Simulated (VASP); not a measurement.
# TaN (P-6m2) in VASP: a series of runs

TaN is run at these levels: LDA; tasks: single point.

All numbers are computed with VASP 6.6.1; they aren't measurements. Logs are shortened: lines on timing, memory, paths and dates and some standing lists are left out, and cuts for length are marked.

### Step 1. The cell of the first run

The structure is hexagonal, space group P-6m2 (No. 187). The conventional cell has a = 2.938 Å, b = 2.938 Å, c = 2.883 Å, α = 90.00°, β = 90.00°, γ = 120.00°. Within 2.9 Å of Ta (site symmetry -6m2) lie 6 N at 2.23 Å and 2 Ta at 2.88 Å. N (site symmetry -6m2) has 6 Ta at 2.23 Å and 2 N at 2.88 Å within 2.9 Å.

### Step 2. Single point, LDA

Input file INCAR:

```
  PREC = Accurate
  ENCUT = 520
  EDIFF = 1E-7
  ISMEAR = -1
  SIGMA = 0.02
  LREAL = False
  LASPH = True
  NELM = 80
  ALGO = Normal
  ISIF = 2
  LWAVE = False
  LCHARG = True
  LELF = True
  LVHAR = True
  NBANDS = 15
```

Input file KPOINTS:

```
regular mesh
0
Gamma
  9 9 8
```

Input file POSCAR:

```
TaN
1.0
    2.9380000000      0.0000000000      0.0000000000
   -1.4690000000      2.5443826363      0.0000000000
    0.0000000000      0.0000000000      2.8830000000
Ta N
1 1
Direct
    0.3199620576      0.6580713020      0.4567466505
   -0.0133702443     -0.0085968053     -0.0432514805
```

Potentials or basis: VASP PAW LDA potentials, release 64 (Ta_pv, N).

On the command line:

```sh
$ cat potpaw_LDA.64/Ta_pv/POTCAR potpaw_LDA.64/N/POTCAR > POTCAR
$ mpirun -np 1 vasp_std > vasp.out
```

OUTCAR:

```text
PREC = Accurate
   ENCUT = 520
   EDIFF = 1E-7
   ISMEAR = -1
   LREAL = False
   LASPH = True
   NELM = 80
   ISIF = 2

 ion  position               nearest neighbor table
   1  0.320  0.658  0.457-   2 2.23   2 2.23   2 2.23   2 2.23   2 2.23   2 2.23
   2  0.987  0.991  0.957-   1 2.23   1 2.23   1 2.23   1 2.23   1 2.23   1 2.23

  LATTYP: Found a hexagonal cell.
 ALAT       =     2.9380000000
 C/A-ratio  =     0.9812797822

  Lattice vectors:

 A1 = (   2.9380000000,   0.0000000000,   0.0000000000)
 A2 = (  -1.4690000000,   2.5443826363,   0.0000000000)
 A3 = (   0.0000000000,   0.0000000000,   2.8830000000)

Analysis of symmetry for initial positions (statically):
=====================================================================
 Subroutine PRICEL returns:
 Original cell was already a primitive cell.

 Routine SETGRP: Setting up the symmetry group for a
 hexagonal supercell.

 Subroutine GETGRP returns: Found 12 space group operations
 (whereof  1 operations were pure point group operations)
 out of a pool of 24 trial point group operations.

The static configuration has the point symmetry C_1 .
 The point group associated with its full space group is D_3h.

Analysis of symmetry for dynamics (positions and initial velocities):
=====================================================================
 Subroutine PRICEL returns:
 Original cell was already a primitive cell.

 Routine SETGRP: Setting up the symmetry group for a
 hexagonal supercell.

 Subroutine GETGRP returns: Found 12 space group operations
 (whereof  1 operations were pure point group operations)
 out of a pool of 24 trial point group operations.

The dynamic configuration has the point symmetry C_1 .
 The point group associated with its full space group is D_3h.

 Subroutine INISYM returns: Found 12 space group operations
 (whereof  1 operations are pure point group operations),
 and found     1 'primitive' translations

----------------------------------------------------------------------------------------

                                     Primitive cell

  volume of cell :      21.5516

  direct lattice vectors                    reciprocal lattice vectors
     2.938000000  0.000000000  0.000000000     0.340367597  0.196511324  0.000000000
    -1.469000000  2.544382636  0.000000000     0.000000000  0.393022648  0.000000000
     0.000000000  0.000000000  2.883000000     0.000000000  0.000000000  0.346860909

  length of vectors
     2.938000000  2.938000000  2.883000000     0.393022648  0.393022648  0.346860909

  position of ions in fractional coordinates (direct lattice)
     0.319962058  0.658071302  0.456746651
     0.986629756  0.991403195  0.956748520

  ion indices of the primitive-cell ions
   primitive index   ion index
                 1           1
                 2           2

----------------------------------------------------------------------------------------

 KPOINTS: regular mesh

Automatic generation of k-mesh.
 Grid dimensions read from file:
 generate k-points for:    9    9    8

 Generating k-lattice:

  Cartesian coordinates                     Fractional coordinates (reciprocal lattice)
     0.037818622  0.021834592  0.000000000     0.111111111  0.000000000  0.000000000
     0.000000000  0.043669183  0.000000000     0.000000000  0.111111111  0.000000000
     0.000000000  0.000000000  0.043357614     0.000000000  0.000000000  0.125000000

  Length of vectors
     0.043669183  0.043669183  0.043357614

  Shift w.r.t. Gamma in fractional coordinates (k-lattice)
     0.000000000  0.000000000  0.000000000

 Subroutine IBZKPT returns following result:
 ===========================================

 Found     60 irreducible k-points:

 Following reciprocal coordinates:
            Coordinates               Weight
  0.000000  0.000000  0.000000      1.000000
  0.111111 -0.000000  0.000000      6.000000
  0.222222 -0.000000  0.000000      6.000000
  0.333333 -0.000000  0.000000      6.000000
  0.444444 -0.000000  0.000000      6.000000
  0.111111  0.111111  0.000000      6.000000
[... 16 lines left out ...]
  0.333333  0.222222  0.125000     24.000000
  0.333333  0.333333  0.125000      4.000000
 [... further k-points ...]
   k-points           NKPTS =     60   k-points in BZ     NKDIM =     60   number of bands    NBANDS=     15
   number of dos      NEDOS =    301   number of ions     NIONS =      2
   total plane-waves  NPLWV =  13824
   dimension x,y,z NGX =    24 NGY =   24 NGZ =   24
   dimension x,y,z NGXF=    48 NGYF=   48 NGZF=   48
   ions per type =               1   1
   NGX,Y,Z   is equivalent  to a cutoff of  13.58, 13.58, 13.84 a.u.
   NGXF,Y,Z  is equivalent  to a cutoff of  27.16, 27.16, 27.68 a.u.
 SYSTEM =  unknown system
   PREC   = accura    normal or accurate (medium, high low for compatibility)
   ISTART =      0    job   : 0-new  1-cont  2-samecut
   ICHARG =      2    charge: 1-file 2-atom 10-const
   ISPIN  =      1    spin polarized calculation?
   LNONCOLLINEAR =      F non collinear calculations
   LSORBIT =      F    spin-orbit coupling
   LASPH  =      T    aspherical Exc in radial PAW
   ENCUT  =  520.0 eV  38.22 Ry    6.18 a.u.   5.46  5.46  5.36*2*pi/ulx,y,z
   NELM   =     80;   NELMIN=  2; NELMDL= -5     # of ELM steps
   EDIFF  = 0.1E-06   stopping-criterion for ELM
   LREAL  =      F    real-space projection
   EDIFFG = 0.1E-05   stopping-criterion for IOM
   NSW    =      0    number of steps for IOM
   IBRION =     -1    ionic relax: 0-MD 1-quasi-New 2-CG
   NFREE  =      0    steps in history (QN), initial steepest desc. (CG)
   ISIF   =      2    stress and relaxation
   ISYM   =      2    0-nonsym 1-usesym 2-fastsym
   POTIM  = 0.5000    time-step for ionic-motion
   TEBEG  =    0.0;   TEEND  =   0.0 temperature during run
   PSTRESS=    0.0 pullay stress
   NELECT =      16.0000    total number of electrons
   NUPDOWN=      -1.0000    fix difference up-down
   EMIN   =  10.00;   EMAX   =-10.00  energy-range for DOS
   EFERMI =   0.00;   METHOD = LEGACY
   ISMEAR =    -1;   SIGMA  =   0.02  broadening in eV -4-tet -1-fermi 0-gaus
   EFERMI_NEDOS =   21; number of points for ismear=-14 and -15
   IALGO  =     38    algorithm
   IMIX   =      4    mixing-type and parameters
     AMIX     =   0.40;   BMIX     =  1.00
     AMIX_MAG =   1.60;   BMIX_MAG =  1.00
  volume/ion in A,a.u.               =      10.78        72.72
  Fermi-wavevector in a.u.,A,eV,Ry     =   1.482365  2.801264 29.897531  2.197407
  Thomas-Fermi vector in A             =   2.596160
   LORBIT       =      0    0 simple, 1 ext, 2 COOP (PROOUT), +10 PAW based schemes
   GGA     = CA    functional components
   LHFCALC =     F    Hartree Fock is set to
   AEXX    =    0.0000 exact exchange contribution
   IVDW    =     0    specifies the selected vdW correction
   LEPSILON=     F    determine dielectric tensor
   LRPA    =     F    only Hartree local field effects (RPA)
 non-spin polarized calculation
  energy-cutoff  :      520.00
  volume of cell :       21.55
 maximum number of plane-waves:       599
 NGX is ok and might be reduce to    24
   NGX = 11   NGY = 11   NGZ = 11

 number of electron      15.9999999 magnetization

 Free energy of the ion-electron system (eV)
  ---------------------------------------------------
  ext. energy  EPLUGINS =         0.00000000
  ---------------------------------------------------
  free energy    TOTEN  =       -24.70108644 eV

  energy without entropy =      -24.70094015  energy(sigma->0) =      -24.70101329

 E-fermi :   8.1579     XC(G=0): -13.5825

 val. band max:        8.1363459267   @ k =   0.0000   0.0000   0.3750
 cond. band min:       8.2530858315   @ k =   0.3333   0.3333   0.0000
 fundamental gap:      0.1167399048
 Fermi energy:         8.1578772301

 k-point     1 :       0.0000    0.0000    0.0000
  band No.  band energies     occupation
      1     -26.5231      2.00000
      2     -26.2579      2.00000
      3     -26.2579      2.00000
      4      -9.4288      2.00000
      5       3.5634      2.00000
      6       3.5634      2.00000
      7       3.9107      2.00000
      8       5.2345      2.00000
      9      10.4740      0.00000
     10      11.6873      0.00000
     11      11.6874      0.00000
     12      12.0384      0.00000
     13      12.0384      0.00000
     14      20.4919      0.00000
     15      21.2918      0.00000

 k-point     2 :       0.1111   -0.0000    0.0000
  band No.  band energies     occupation
      1     -26.5061      2.00000
      2     -26.3909      2.00000
      3     -26.2864      2.00000
      4      -9.1723      2.00000
      5       2.8682      2.00000
      6       3.7562      2.00000
      7       4.2533      2.00000
      8       4.8750      2.00000
      9      11.1129      0.00000
     10      11.4101      0.00000
     11      11.7307      0.00000
     12      11.9104      0.00000
     13      12.3645      0.00000
     14      20.4940      0.00000
     15      21.2294      0.00000

 k-point     3 :       0.2222   -0.0000    0.0000
  band No.  band energies     occupation
      1     -26.7147      2.00000
      2     -26.4628      2.00000
      3     -26.3577      2.00000
      4      -8.5102      2.00000
      5       1.6190      2.00000
      6       4.1076      2.00000
      7       4.2206      2.00000
      8       4.8933      2.00000
      9      10.3505      0.00000
     10      11.6025      0.00000
     11      11.9792      0.00000
     12      12.9366      0.00000
     13      13.0775      0.00000
     14      20.4996      0.00000
     15      21.2572      0.00000
[... 343 lines left out ...]
 k-point    23 :       0.3333    0.2222    0.1250
  band No.  band energies     occupation
      1     -27.1323      2.00000
      2     -26.7365      2.00000
      3     -26.4915      2.00000
      4      -6.9183      2.00000
      5       0.6508      2.00000
      6       2.3915      2.00000
      7       3.0491      2.00000
      8       7.0150      2.00000
      9       9.8428      0.00000
     10      10.9685      0.00000
     11      12.1320      0.00000
     12      14.7135      0.00000
     13      19.0028      0.00000
     14      20.3873      0.00000
     15      20.5885      0.00000

 k-point    24 :       0.3333    0.3333    0.1250
  band No.  band energies     occupation
      1     -27.0227      2.00000
      2     -26.9237      2.00000
      3     -26.4817      2.00000
      4      -6.7806      2.00000
      5       1.0734      2.00000
      6       1.9774      2.00000
      7       2.6533      2.00000
      8       7.7008      2.00000
      9      10.0054      0.00000
     10      10.5071      0.00000
     11      11.2282      0.00000
     12      15.1913      0.00000
     13      19.7599      0.00000
     14      20.5417      0.00000
     15      21.9187      0.00000

 [... further k-points ...]

------------------------ aborting loop because EDIFF is reached ----------------------------------------

  FORCE on cell =-STRESS in cart. coord.  units (eV):
  Direction    XX          YY          ZZ          XY          YZ          ZX
  --------------------------------------------------------------------------------------
  -------------------------------------------------------------------------------------
  Total       -1.2753828     -1.2753828     -1.4079104      0.0000000      0.0000000     -0.0000000
  in kB      -94.8139603    -94.8139603   -104.6662693      0.0000000      0.0000000     -0.0000000
  external PRESSURE =     -98.0980633 kB  Pullay stress =       0.0000000 kB

 VOLUME and BASIS-vectors are now :
 -----------------------------------------------------------------------------
  energy-cutoff  :      520.00
  volume of cell :       21.55
      direct lattice vectors                 reciprocal lattice vectors
     2.938000000  0.000000000  0.000000000     0.340367597  0.196511324  0.000000000
    -1.469000000  2.544382636  0.000000000     0.000000000  0.393022648  0.000000000
     0.000000000  0.000000000  2.883000000     0.000000000  0.000000000  0.346860909

 POSITION                                       TOTAL-FORCE (eV/Angst)
 -----------------------------------------------------------------------------------
     -0.02666      1.67439      1.31680        -0.000000      0.000000      0.000000
      1.44235      2.52251      2.75831         0.000000      0.000000      0.000000
 -----------------------------------------------------------------------------------
    total drift:                               -0.003215      0.002291     -0.002883

  FREE ENERGIE OF THE ION-ELECTRON SYSTEM (eV)
  ---------------------------------------------------
  free  energy   TOTEN  =       -24.7010864372 eV

  energy  without entropy=      -24.7009401513  energy(sigma->0) =      -24.70101329
```

Run time: 7.1 s. Hardware: 1 thread of Intel Xeon 6975P-C (Granite Rapids), shared host; peak memory 0.13 GiB.

Results:

* Free energy: -24.7011 eV
* Pressure: -9.8 GPa
* Band gap on the k mesh: zero (band 8 reaches 8.25 eV, above the bottom of band 9 at 7.99 eV)

Caveat: spin-orbit coupling is left out, which moves the levels of the heavy elements.

### Step 3. Single point, LDA

Input file INCAR:

```
PREC = Accurate ; ENCUT = 520
EDIFF = 1E-6 ; ISMEAR = -1
SIGMA = 0.02 ; LREAL = F
LASPH = T ; NELM = 100
ALGO = Normal ; ISIF = 2
LWAVE = F ; LCHARG = F
GGA = CA ; NBANDS = 15
```

KPOINTS is that of step 2.

Input file POSCAR:

```
TaN
1.0
    2.9380000000      0.0000000000      0.0000000000
   -1.4690000000      2.5443826363      0.0000000000
    0.0000000000      0.0000000000      2.8830000000
Ta N
1 1
Direct
    0.3199619724      0.6580713028      0.4567466387
   -0.0133701591     -0.0085968061     -0.0432514687
```

Potentials or basis: VASP PAW LDA potentials, release 64 (Ta_pv, N).

On the command line:

```sh
$ cat potpaw_LDA.64/Ta_pv/POTCAR potpaw_LDA.64/N/POTCAR > POTCAR
$ mpirun -np 1 vasp_std > vasp.out
```

Wall time 6.5 s (1 thread of Intel Xeon 6975P-C (Granite Rapids), shared host); peak memory 0.13 GiB.

Results (log left out):

| Property | Result |
| --- | --- |
| Free energy | -24.7011 eV |
| Pressure | -9.8 GPa |
| Band gap on the k mesh | zero (band 8 reaches 8.25 eV, above the bottom of band 9 at 7.99 eV) |

Stress tensor (GPa, compression positive):
```
 -9.48   0.00   0.00
  0.00  -9.48   0.00
  0.00   0.00 -10.47
```

Levels at points of the mesh, in eV from the Fermi level:
```tsv
k point	band 6	band 7	band 8	band 9	band 10	band 11
(0.00, 0.00, 0.00)	-4.59	-4.25	-2.92	2.32	3.53	3.53
(0.00, 0.00, 0.50)	-3.78	-3.78	-0.17	-0.17	2.38	3.22
```

Caveat: spin-orbit coupling is left out, which moves the levels of the heavy elements.

(Part 1 of 2 ends here.)
